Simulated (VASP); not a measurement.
# Ir (P6/mmm) in VASP: a series of runs

Runs on Ir. Level: PBE. Tasks: relaxation of cell and atoms, single point.

All numbers are computed with VASP 6.6.1; they aren't measurements. Logs are shortened: lines on timing, memory, paths and dates and some standing lists are left out, and cuts for length are marked.

### Step 1. The cell of the first run

It takes space group P6/mmm (No. 191, hexagonal). Conventional cell: a = 4.308 Å, b = 4.308 Å, c = 2.641 Å, α = 90.00°, β = 90.00°, γ = 120.00°. Within 3.5 Å of Ir (site symmetry 6/mmm) lie 14 Ir at 2.64 to 2.82 Å. Ir (site symmetry -6m2) has 11 Ir at 2.49 to 2.82 Å within 3.3 Å.

This isn't the form of Ir at room conditions, which is fcc.

### Step 2. Relaxation of cell and atoms, PBE, collinear spin

Input file INCAR:

```
SYSTEM = Ir
ALGO     = Normal         ! electronic algorithm
EDIFF    = 1E-7           ! SCF threshold, eV
EDIFFG   = -0.01          ! ionic threshold
ENCUT    = 600            ! plane-wave cutoff, eV
GGA      = PE             ! functional
IBRION   = 2              ! ionic algorithm
ISIF     = 3              ! what is computed and relaxed
ISMEAR   = -1             ! smearing method
ISPIN    = 2              ! spin polarisation
LASPH    = .TRUE.         ! aspherical terms in the spheres
LCHARG   = .FALSE.        ! write CHGCAR
LMAXMIX  = 4              ! l up to which the mixer works
LORBIT   = 11             ! projections on sites
LREAL    = .FALSE.        ! projectors in reciprocal space
LWAVE    = .FALSE.        ! write WAVECAR
MAGMOM   = 1 1 1          ! initial moments
NELM     = 150            ! most SCF steps
NSW      = 80             ! ionic steps
PREC     = Accurate       ! precision mode
SIGMA    = 0.05           ! smearing width, eV
```

Input file KPOINTS:

```
k-points
0
G
  9 9 12
  0 0 0
```

Input file POSCAR:

```
Ir
1.0
    4.3081096287      0.0000000000      0.0000000000
   -2.1540548143      3.7309323807      0.0000000000
    0.0000000000      0.0000000000      2.6408712024
Ir
3
Direct
    0.0000000000      0.0000000000      0.0000000000
    0.3333333333      0.6666666667      0.5000000000
    0.6666666667      0.3333333333      0.5000000000
```

Potentials or basis: VASP PAW PBE potentials, release 64 (Ir).

The run is started by

```sh
> cat potpaw_PBE.64/Ir/POTCAR > POTCAR
> mpirun -np 1 vasp_std > vasp.out
```

OUTCAR:

```text
SYSTEM = Ir
   EDIFF = 1E-7
   EDIFFG = -0.01
   ENCUT = 600
   GGA = PE
   IBRION = 2
   ISIF = 3
   ISMEAR = -1
   ISPIN = 2
   LASPH = .TRUE.
   LORBIT = 11
   LREAL = .FALSE.
   NELM = 150
   NSW = 80
   PREC = Accurate

 ion  position               nearest neighbor table
   1  0.000  0.000  0.000-   2 2.82   3 2.82   2 2.82   3 2.82   2 2.82   2 2.82   3 2.82   3 2.82
                             3 2.82   3 2.82   2 2.82   2 2.82
   2  0.333  0.667  0.500-   3 2.49   3 2.49   3 2.49   1 2.82   1 2.82   1 2.82   1 2.82   1 2.82
                             1 2.82
   3  0.667  0.333  0.500-   2 2.49   2 2.49   2 2.49   1 2.82   1 2.82   1 2.82   1 2.82   1 2.82
                             1 2.82

  LATTYP: Found a hexagonal cell.
 ALAT       =     4.3081096287
 C/A-ratio  =     0.6130000000

  Lattice vectors:

 A1 = (   4.3081096287,   0.0000000000,   0.0000000000)
 A2 = (  -2.1540548143,   3.7309323807,   0.0000000000)
 A3 = (   0.0000000000,   0.0000000000,   2.6408712024)

Analysis of symmetry for initial positions (statically):
=====================================================================
 Subroutine PRICEL returns:
 Original cell was already a primitive cell.

 Routine SETGRP: Setting up the symmetry group for a
 hexagonal supercell.

 Subroutine GETGRP returns: Found 24 space group operations
 (whereof 24 operations were pure point group operations)
 out of a pool of 24 trial point group operations.

The static configuration has the point symmetry D_6h.

Analysis of symmetry for dynamics (positions and initial velocities):
=====================================================================
 Subroutine PRICEL returns:
 Original cell was already a primitive cell.

 Routine SETGRP: Setting up the symmetry group for a
 hexagonal supercell.

 Subroutine GETGRP returns: Found 24 space group operations
 (whereof 24 operations were pure point group operations)
 out of a pool of 24 trial point group operations.

The dynamic configuration has the point symmetry D_6h.

Analysis of structural, dynamic, and magnetic symmetry:
=====================================================================
 Subroutine PRICEL returns:
 Original cell was already a primitive cell.

 Routine SETGRP: Setting up the symmetry group for a
 hexagonal supercell.

 Subroutine GETGRP returns: Found 24 space group operations
 (whereof 24 operations were pure point group operations)
 out of a pool of 24 trial point group operations.

The overall configuration has the point symmetry D_6h.

 Subroutine INISYM returns: Found 24 space group operations
 (whereof 24 operations are pure point group operations),
 and found     1 'primitive' translations

----------------------------------------------------------------------------------------

                                     Primitive cell

  volume of cell :      42.4474

  direct lattice vectors                    reciprocal lattice vectors
     4.308109629  0.000000000  0.000000000     0.232120370  0.134014758  0.000000000
    -2.154054814  3.730932381  0.000000000     0.000000000  0.268029516  0.000000000
     0.000000000  0.000000000  2.640871202     0.000000000  0.000000000  0.378662920

  length of vectors
     4.308109629  4.308109629  2.640871202     0.268029516  0.268029516  0.378662920

  position of ions in fractional coordinates (direct lattice)
     0.000000000  0.000000000  0.000000000
     0.333333333  0.666666667  0.500000000
     0.666666667  0.333333333  0.500000000

  ion indices of the primitive-cell ions
   primitive index   ion index
                 1           1
                 2           2
                 3           3

----------------------------------------------------------------------------------------

 KPOINTS: k-points

Automatic generation of k-mesh.
 Grid dimensions read from file:
 generate k-points for:    9    9   12

 Generating k-lattice:

  Cartesian coordinates                     Fractional coordinates (reciprocal lattice)
     0.025791152  0.014890529  0.000000000     0.111111111  0.000000000  0.000000000
     0.000000000  0.029781057  0.000000000     0.000000000  0.111111111  0.000000000
     0.000000000  0.000000000  0.031555243     0.000000000  0.000000000  0.083333333

  Length of vectors
     0.029781057  0.029781057  0.031555243

  Shift w.r.t. Gamma in fractional coordinates (k-lattice)
     0.000000000  0.000000000  0.000000000

 Subroutine IBZKPT returns following result:
 ===========================================

 Found     84 irreducible k-points:

 Following reciprocal coordinates:
            Coordinates               Weight
  0.000000  0.000000  0.000000      1.000000
  0.111111  0.000000  0.000000      6.000000
  0.222222  0.000000  0.000000      6.000000
  0.333333  0.000000  0.000000      6.000000
  0.444444  0.000000  0.000000      6.000000
  0.111111  0.111111  0.000000      6.000000
[... 16 lines left out ...]
  0.333333  0.222222  0.083333     24.000000
  0.333333  0.333333  0.083333      4.000000
 [... further k-points ...]
   k-points           NKPTS =     84   k-points in BZ     NKDIM =     84   number of bands    NBANDS=     19
   number of dos      NEDOS =    301   number of ions     NIONS =      3
   total plane-waves  NPLWV =  31104
   dimension x,y,z NGX =    36 NGY =   36 NGZ =   24
   dimension x,y,z NGXF=    72 NGYF=   72 NGZF=   48
   ions per type =               3
   NGX,Y,Z   is equivalent  to a cutoff of  13.89, 13.89, 15.11 a.u.
   NGXF,Y,Z  is equivalent  to a cutoff of  27.78, 27.78, 30.22 a.u.
 SYSTEM =  Ir
   PREC   = accura    normal or accurate (medium, high low for compatibility)
   ISTART =      0    job   : 0-new  1-cont  2-samecut
   ICHARG =      2    charge: 1-file 2-atom 10-const
   ISPIN  =      2    spin polarized calculation?
   LNONCOLLINEAR =      F non collinear calculations
   LSORBIT =      F    spin-orbit coupling
   LASPH  =      T    aspherical Exc in radial PAW
   ENCUT  =  600.0 eV  44.10 Ry    6.64 a.u.   8.60  8.60  5.27*2*pi/ulx,y,z
   NELM   =    150;   NELMIN=  2; NELMDL= -5     # of ELM steps
   EDIFF  = 0.1E-06   stopping-criterion for ELM
   LREAL  =      F    real-space projection
   EDIFFG = -.1E-01   stopping-criterion for IOM
   NSW    =     80    number of steps for IOM
   IBRION =      2    ionic relax: 0-MD 1-quasi-New 2-CG
   NFREE  =      1    steps in history (QN), initial steepest desc. (CG)
   ISIF   =      3    stress and relaxation
   ISYM   =      2    0-nonsym 1-usesym 2-fastsym
   POTIM  = 0.5000    time-step for ionic-motion
   TEBEG  =    0.0;   TEEND  =   0.0 temperature during run
   PSTRESS=    0.0 pullay stress
   NELECT =      27.0000    total number of electrons
   NUPDOWN=      -1.0000    fix difference up-down
   EMIN   =  10.00;   EMAX   =-10.00  energy-range for DOS
   EFERMI =   0.00;   METHOD = LEGACY
   ISMEAR =    -1;   SIGMA  =   0.05  broadening in eV -4-tet -1-fermi 0-gaus
   EFERMI_NEDOS =   21; number of points for ismear=-14 and -15
   IALGO  =     38    algorithm
   IMIX   =      4    mixing-type and parameters
     AMIX     =   0.40;   BMIX     =  1.00
     AMIX_MAG =   1.60;   BMIX_MAG =  1.00
  volume/ion in A,a.u.               =      14.15        95.48
  Fermi-wavevector in a.u.,A,eV,Ry     =   1.407923  2.660589 26.970118  1.982248
  Thomas-Fermi vector in A             =   2.530133
   LORBIT       =     11    0 simple, 1 ext, 2 COOP (PROOUT), +10 PAW based schemes
   GGA     = PE    functional components
   LHFCALC =     F    Hartree Fock is set to
   AEXX    =    0.0000 exact exchange contribution
   IVDW    =     0    specifies the selected vdW correction
   LEPSILON=     F    determine dielectric tensor
   LRPA    =     F    only Hartree local field effects (RPA)
 conjugate gradient relaxation of ions
 spin polarized calculation
  energy-cutoff  :      600.00
  volume of cell :       42.45
 maximum number of plane-waves:      1450
 NGX is ok and might be reduce to    36
   NGX = 17   NGY = 17   NGZ = 11

--------------------------------------- Ionic step        1  -------------------------------------------

 number of electron      26.9999999 magnetization      -0.0025176

 number of electron      26.9999999 magnetization       0.0001761

 Free energy of the ion-electron system (eV)
  ---------------------------------------------------
  ext. energy  EPLUGINS =         0.00000000
  ---------------------------------------------------
  free energy    TOTEN  =       -25.41806602 eV

  energy without entropy =      -25.37901889  energy(sigma->0) =      -25.39854245

 E-fermi :  10.3923     XC(G=0): -13.9685

 val. band max:       10.3812750821   @ k =   0.2222   0.2222   0.0000
 cond. band min:      10.3935283098   @ k =   0.2222   0.2222   0.0000
 fundamental gap:      0.0122532277
 Fermi energy:        10.3922689359

 spin component 1

 k-point     1 :       0.0000    0.0000    0.0000
  band No.  band energies     occupation
      1      -0.7056      1.00000
      2       2.9745      1.00000
      3       5.3329      1.00000
      4       5.6660      1.00000
      5       5.6660      1.00000
      6       5.6753      1.00000
[... 505 lines left out ...]
      6       5.5067      1.00000
[... 11 lines left out ...]
     18      11.2896      0.00000
     19      22.1611      0.00000

 [... further k-points ...]

 spin component 2

 k-point     1 :       0.0000    0.0000    0.0000
  band No.  band energies     occupation
      1      -0.7056      1.00000
      2       2.9745      1.00000
      3       5.3329      1.00000
      4       5.6660      1.00000
      5       5.6660      1.00000
      6       5.6753      1.00000
[... 505 lines left out ...]
      6       5.5067      1.00000
[... 11 lines left out ...]
     18      11.2897      0.00000
     19      22.1611      0.00000

 [... further k-points ...]

------------------------ aborting loop because EDIFF is reached ----------------------------------------

  FORCE on cell =-STRESS in cart. coord.  units (eV):
  Direction    XX          YY          ZZ          XY          YZ          ZX
  --------------------------------------------------------------------------------------
  -------------------------------------------------------------------------------------
  Total        5.4948448      5.4948448      5.8667909      0.0000000      0.0000000      0.0000000
  in kB      207.4028265    207.4028265    221.4419250      0.0000000      0.0000000      0.0000000
  external PRESSURE =     212.0825260 kB  Pullay stress =       0.0000000 kB
[... 299 lines left out ...]
 number of electron      27.0000002 magnetization      -0.0000001

 number of electron      27.0000002 magnetization       0.0000001

 Free energy of the ion-electron system (eV)
  ---------------------------------------------------
  ext. energy  EPLUGINS =         0.00000000
  ---------------------------------------------------
  free energy    TOTEN  =       -25.57383093 eV

  energy without entropy =      -25.53064799  energy(sigma->0) =      -25.55223946

 E-fermi :   9.4328     XC(G=0): -13.6318

 val. band max:        9.4284690104   @ k =   0.4444   0.1111   0.2500
 cond. band min:       9.4342132329   @ k =   0.4444   0.0000   0.2500
 fundamental gap:      0.0057442224
 Fermi energy:         9.4327870908

 spin component 1

 k-point     1 :       0.0000    0.0000    0.0000
  band No.  band energies     occupation
      1      -1.0665      1.00000
      2       2.6242      1.00000
      3       4.8201      1.00000
      4       5.0764      1.00000
      5       5.0764      1.00000
      6       5.0816      1.00000
[... 505 lines left out ...]
      6       4.9805      1.00000
[... 11 lines left out ...]
     18      10.2676      0.00000
     19      20.7632      0.00000

 [... further k-points ...]

 spin component 2

 k-point     1 :       0.0000    0.0000    0.0000
  band No.  band energies     occupation
      1      -1.0665      1.00000
      2       2.6242      1.00000
      3       4.8201      1.00000
      4       5.0764      1.00000
      5       5.0764      1.00000
      6       5.0816      1.00000
[... 505 lines left out ...]
      6       4.9805      1.00000
[... 11 lines left out ...]
     18      10.2676      0.00000
     19      20.7632      0.00000

 [... further k-points ...]

------------------------ aborting loop because EDIFF is reached ----------------------------------------

  FORCE on cell =-STRESS in cart. coord.  units (eV):
  Direction    XX          YY          ZZ          XY          YZ          ZX
  --------------------------------------------------------------------------------------
  -------------------------------------------------------------------------------------
  Total        0.0060704      0.0060704      0.0040794      0.0000000      0.0000000      0.0000000
  in kB        0.2164604      0.2164604      0.1454659      0.0000000      0.0000000      0.0000000
  external PRESSURE =       0.1927956 kB  Pullay stress =       0.0000000 kB
[... 18 lines left out ...]
  FREE ENERGIE OF THE ION-ELECTRON SYSTEM (eV)
  ---------------------------------------------------
  free  energy   TOTEN  =       -25.5738309337 eV

  energy  without entropy=      -25.5306479892  energy(sigma->0) =      -25.55223946

 reached required accuracy - stopping structural energy minimisation

 total charge

# of ion       s       p       d       tot
------------------------------------------
    1        0.609   0.618   6.904   8.131
    2        0.683   0.693   6.963   8.340
    3        0.683   0.693   6.963   8.340
--------------------------------------------------
tot          1.975   2.005  20.831  24.810

 magnetization (x)

# of ion       s       p       d       tot
------------------------------------------
    1        0.000   0.000   0.000   0.000
    2       -0.000  -0.000  -0.000  -0.000
    3       -0.000  -0.000  -0.000  -0.000
--------------------------------------------------
tot         -0.000  -0.000  -0.000  -0.000
```

It took 15 min on 1 thread of Intel Xeon Platinum 8259CL at 2.50GHz (Skylake/Cascade Lake), shared host; peak memory 0.29 GiB.

Results:

```yaml
Free_energy: -25.5738 eV
Relaxed_volume: 14.98 Å³/atom
Relaxed_cell: a = 4.381 Å, b = 4.381 Å, c = 2.703 Å, α = 90.00°, β = 90.00°, γ = 120.00°
Space_group_after_relaxing_to_0.1_Å: P6/mmm (No. 191)
Energy_gained_by_relaxing: 51.9 meV/atom
Ionic_steps: 9
Pressure_after_relaxing: 0.0 GPa
Net_moment: 0.00 μB per cell
Valence_electrons_inside_the_program's_atomic_spheres: Ir 8.13, 8.34 (each value once)
```

Step by step:
```csv
step,energy change (eV),largest force (eV/Å),pressure (GPa),volume (Å³)
1,0.0000,0.0000,21.21,42.45
2,1.3519,0.0000,-38.60,55.02
3,-0.1534,0.0000,-1.74,45.17
4,-0.1547,0.0000,-0.19,44.95
5,-0.1547,0.0000,0.17,44.90
6,-0.1553,0.0000,0.26,44.91
7,-0.1557,0.0000,0.22,44.90
8,-0.1556,0.0000,-0.53,45.01
9,-0.1558,0.0000,0.02,44.93
```

Final structure:
```cif
data_structure
_symmetry_space_group_name_H-M 'P 1'
_symmetry_Int_Tables_number 1
_cell_length_a 4.3812
_cell_length_b 4.3812
_cell_length_c 2.7029
_cell_angle_alpha 90.000
_cell_angle_beta 90.000
_cell_angle_gamma 120.000
_cell_volume 44.93
loop_
_atom_site_label
_atom_site_type_symbol
_atom_site_fract_x
_atom_site_fract_y
_atom_site_fract_z
_atom_site_occupancy
Ir1 Ir 0.00000 0.00000 0.00000 1
Ir2 Ir 0.33333 0.66667 0.50000 1
Ir3 Ir 0.66667 0.33333 0.50000 1
```

Levels at points of the mesh, in eV from the Fermi level:
Spin up:
```tsv
k point	band 10	band 11	band 12	band 13	band 14	band 15	band 16	band 17	band 18	band 19
(0.00, 0.00, 0.00)	-2.92	-1.96	-1.96	-1.90	-1.90	1.13	1.13	5.94	7.22	8.30
(0.00, 0.00, 0.50)	-2.76	0.05	0.05	0.61	0.61	2.07	2.75	3.14	8.06	8.79
```
Spin down:
| k point | band 12 | band 13 | band 14 | band 15 | band 16 | band 17 |
| --- | --- | --- | --- | --- | --- | --- |
| (0.00, 0.00, 0.00) | -1.96 | -1.90 | -1.90 | 1.13 | 1.13 | 5.94 |
| (0.00, 0.00, 0.50) | 0.05 | 0.61 | 0.61 | 2.07 | 2.75 | 3.14 |

Caveat: spin-orbit coupling is left out, which moves the levels of the heavy elements.

(Continued in part 2 of 2.)
